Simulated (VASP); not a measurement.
# Si (Imma) in VASP: single point with PBE

Aim: the single point of Si with PBE.

Everything below comes from runs of VASP 6.6.1. Logs are shortened: lines on timing, memory, paths and dates and some standing lists are left out, and cuts for length are marked.

### Step 1. The cell of the first run

The structure is orthorhombic, space group Imma (No. 74). Conventional cell: a = 4.502 Å, b = 4.737 Å, c = 2.550 Å, α = 90.00°, β = 90.00°, γ = 90.00°. Si (site symmetry mm2) has 10 Si at 2.39 to 3.27 Å within 3.3 Å.

### Step 2. Single point, PBE

The input, INCAR:

```
ALGO     = Normal         # electronic algorithm
EDIFF    = 1E-6           # SCF threshold, eV
ENCUT    = 520            # plane-wave cutoff, eV
GGA      = PE             # functional
ISIF     = 2              # what is computed and relaxed
ISMEAR   = -1             # smearing method
LASPH    = True           # aspherical terms in the spheres
LCHARG   = False          # write CHGCAR
LREAL    = False          # projectors in reciprocal space
LWAVE    = False          # write WAVECAR
NBANDS   = 11             # bands
NELM     = 60             # most SCF steps
PREC     = Accurate       # precision mode
SIGMA    = 0.1            # smearing width, eV
```

The input, KPOINTS:

```
k-points
0
Gamma
  12 12 12
```

The input, POSCAR:

```
Si
1.0
   -2.2510000000      2.3685000000      1.2750000000
    2.2510000000     -2.3685000000      1.2750000000
    2.2510000000      2.3685000000     -1.2750000000
Si
2
Direct
    0.8070000000      0.0570000000      0.7500000000
    0.1930000000      0.9430000000      0.2500000000
```

Potentials or basis: VASP PAW PBE potentials, release 64 (Si).

The run is started by

```bash
> cat potpaw_PBE.64/Si/POTCAR > POTCAR
> mpirun -np 1 vasp_std > vasp.out
```

OUTCAR:

```text
EDIFF = 1E-6
   ENCUT = 520
   GGA = PE
   ISIF = 2
   ISMEAR = -1
   LASPH = True
   LREAL = False
   NELM = 60
   PREC = Accurate

 ion  position               nearest neighbor table
   1  0.807  0.057  0.750-   2 2.39   2 2.39   2 2.46   2 2.46   2 2.74   2 2.74
   2  0.193  0.943  0.250-   1 2.39   1 2.39   1 2.46   1 2.46   1 2.74   1 2.74

  LATTYP: Found a body centered orthorhombic cell.
 ALAT       =     2.5500000000
 B/A-ratio  =     1.7654901961
 C/A-ratio  =     1.8576470588

  Lattice vectors:

 A1 = (   2.2510000000,  -2.3685000000,   1.2750000000)
 A2 = (  -2.2510000000,  -2.3685000000,  -1.2750000000)
 A3 = (   2.2510000000,   2.3685000000,  -1.2750000000)

Analysis of symmetry for initial positions (statically):
=====================================================================
 Subroutine PRICEL returns:
 Original cell was already a primitive cell.

 Routine SETGRP: Setting up the symmetry group for a
 body centered orthorhombic supercell.

 Subroutine GETGRP returns: Found  8 space group operations
 (whereof  4 operations were pure point group operations)
 out of a pool of  8 trial point group operations.

The static configuration has the point symmetry C_2h.
 The point group associated with its full space group is D_2h.

Analysis of symmetry for dynamics (positions and initial velocities):
=====================================================================
 Subroutine PRICEL returns:
 Original cell was already a primitive cell.

 Routine SETGRP: Setting up the symmetry group for a
 body centered orthorhombic supercell.

 Subroutine GETGRP returns: Found  8 space group operations
 (whereof  4 operations were pure point group operations)
 out of a pool of  8 trial point group operations.

The dynamic configuration has the point symmetry C_2h.
 The point group associated with its full space group is D_2h.

 Subroutine INISYM returns: Found  8 space group operations
 (whereof  4 operations are pure point group operations),
 and found     1 'primitive' translations

----------------------------------------------------------------------------------------

                                     Primitive cell

  volume of cell :      27.1906

  direct lattice vectors                    reciprocal lattice vectors
    -2.251000000  2.368500000  1.275000000     0.000000000  0.211104074  0.392156863
     2.251000000 -2.368500000  1.275000000     0.222123501  0.000000000  0.392156863
     2.251000000  2.368500000 -1.275000000     0.222123501  0.211104074  0.000000000

  length of vectors
[... 86 lines left out ...]
   IBRION =     -1    ionic relax: 0-MD 1-quasi-New 2-CG
   NFREE  =      0    steps in history (QN), initial steepest desc. (CG)
   ISIF   =      2    stress and relaxation
   ISYM   =      2    0-nonsym 1-usesym 2-fastsym
   POTIM  = 0.5000    time-step for ionic-motion
   TEBEG  =    0.0;   TEEND  =   0.0 temperature during run
   PSTRESS=    0.0 pullay stress
   NELECT =       8.0000    total number of electrons
   NUPDOWN=      -1.0000    fix difference up-down
   EMIN   =  10.00;   EMAX   =-10.00  energy-range for DOS
   EFERMI =   0.00;   METHOD = LEGACY
   ISMEAR =    -1;   SIGMA  =   0.10  broadening in eV -4-tet -1-fermi 0-gaus
   EFERMI_NEDOS =   21; number of points for ismear=-14 and -15
   IALGO  =     38    algorithm
   IMIX   =      4    mixing-type and parameters
     AMIX     =   0.40;   BMIX     =  1.00
     AMIX_MAG =   1.60;   BMIX_MAG =  1.00
  volume/ion in A,a.u.               =      13.60        91.75
  Fermi-wavevector in a.u.,A,eV,Ry     =   1.088843  2.057614 16.130773  1.185578
  Thomas-Fermi vector in A             =   2.225033
   LORBIT       =      0    0 simple, 1 ext, 2 COOP (PROOUT), +10 PAW based schemes
   GGA     = PE    functional components
   LHFCALC =     F    Hartree Fock is set to
   AEXX    =    0.0000 exact exchange contribution
   IVDW    =     0    specifies the selected vdW correction
   LEPSILON=     F    determine dielectric tensor
   LRPA    =     F    only Hartree local field effects (RPA)
 non-spin polarized calculation
  energy-cutoff  :      520.00
  volume of cell :       27.19
 maximum number of plane-waves:       761
 NGX is ok and might be reduce to    28
   NGX = 13   NGY = 13   NGZ = 13

 number of electron       8.0000000 magnetization

 Free energy of the ion-electron system (eV)
  ---------------------------------------------------
  ext. energy  EPLUGINS =         0.00000000
  ---------------------------------------------------
  free energy    TOTEN  =       -10.12149352 eV

  energy without entropy =      -10.10041820  energy(sigma->0) =      -10.11095586

 E-fermi :  10.7291     XC(G=0): -11.3760

 val. band max:       10.7229866508   @ k =   0.0833  -0.0833   0.0833
 cond. band min:      10.7329023352   @ k =   0.2500   0.0000  -0.0000
 fundamental gap:      0.0099156844
 Fermi energy:        10.7290915230

 k-point     1 :       0.0000    0.0000    0.0000
  band No.  band energies     occupation
      1      -4.1189      2.00000
      2       7.7161      2.00000
      3       8.2064      2.00000
      4       9.0345      2.00000
      5      11.7780      0.00006
      6      18.4553      0.00000
      7      19.8399      0.00000
      8      20.7158      0.00000
      9      21.3202      0.00000
     10      21.4672      0.00000
     11      22.7384      0.00000
[... 309 lines left out ...]
 k-point    24 :       0.3333    0.1667    0.0000
  band No.  band energies     occupation
      1       2.2281      2.00000
      2       4.2721      2.00000
      3       6.7501      2.00000
      4       8.4880      2.00000
      5      11.1085      0.04402
      6      12.1853      0.00000
      7      14.2874      0.00000
      8      17.4750      0.00000
      9      18.7191      0.00000
     10      22.0646      0.00000
     11      22.9543      0.00000

 [... further k-points ...]
[... 5 lines left out ...]
  --------------------------------------------------------------------------------------
  -------------------------------------------------------------------------------------
  Total        2.6619289      3.1734354      2.1709375      0.0000000      0.0000000      0.0000000
  in kB      156.8512486    186.9912050    127.9201180      0.0000000      0.0000000      0.0000000
  external PRESSURE =     157.2541905 kB  Pullay stress =       0.0000000 kB

 VOLUME and BASIS-vectors are now :
 -----------------------------------------------------------------------------
  energy-cutoff  :      520.00
  volume of cell :       27.19
      direct lattice vectors                 reciprocal lattice vectors
    -2.251000000  2.368500000  1.275000000     0.000000000  0.211104074  0.392156863
     2.251000000 -2.368500000  1.275000000     0.222123501  0.000000000  0.392156863
     2.251000000  2.368500000 -1.275000000     0.222123501  0.211104074  0.000000000

 POSITION                                       TOTAL-FORCE (eV/Angst)
 -----------------------------------------------------------------------------------
      0.00000      3.55275      0.14535        -0.000000      0.000000      0.005696
      2.25100     -1.18425      1.12965         0.000000     -0.000000     -0.005696
 -----------------------------------------------------------------------------------
    total drift:                               -0.000000     -0.000000      0.000000

  FREE ENERGIE OF THE ION-ELECTRON SYSTEM (eV)
  ---------------------------------------------------
  free  energy   TOTEN  =       -10.1214935221 eV

  energy  without entropy=      -10.1004181967  energy(sigma->0) =      -10.11095586
```

stdout:

```text
POSCAR found type information on POSCAR Si
 POSCAR found :  1 types and       2 ions
 scaLAPACK will be used
 LDA part: xc-table for (Slater+PW92), standard interpolation
 POSCAR, INCAR and KPOINTS ok, starting setup
 FFT: planning ... GRIDC
 FFT: planning ... GRID_SOFT
 FFT: planning ... GRID
 WAVECAR not read
 entering main loop
```

Run time: 30 s. Hardware: 1 thread of Intel Xeon 6975P-C (Granite Rapids), shared host; peak memory 0.2 GiB.

What came out:

```yaml
Free_energy: -10.1215 eV
Pressure: 15.7 GPa
Largest_force: 0.006 eV/Å
Band_gap_on_the_k_mesh: zero (bands 4 and 5 overlap by 7.72 eV)
```

Forces on the atoms (eV/Å):
```
Si   0.000  0.000  0.006
Si   0.000  0.000 -0.006
```

Stress tensor (GPa, compression positive):
```
15.69  0.00  0.00
 0.00 18.70  0.00
 0.00  0.00 12.79
```

Caveat: the stress differs along the axes, from 13 to 19 GPa.
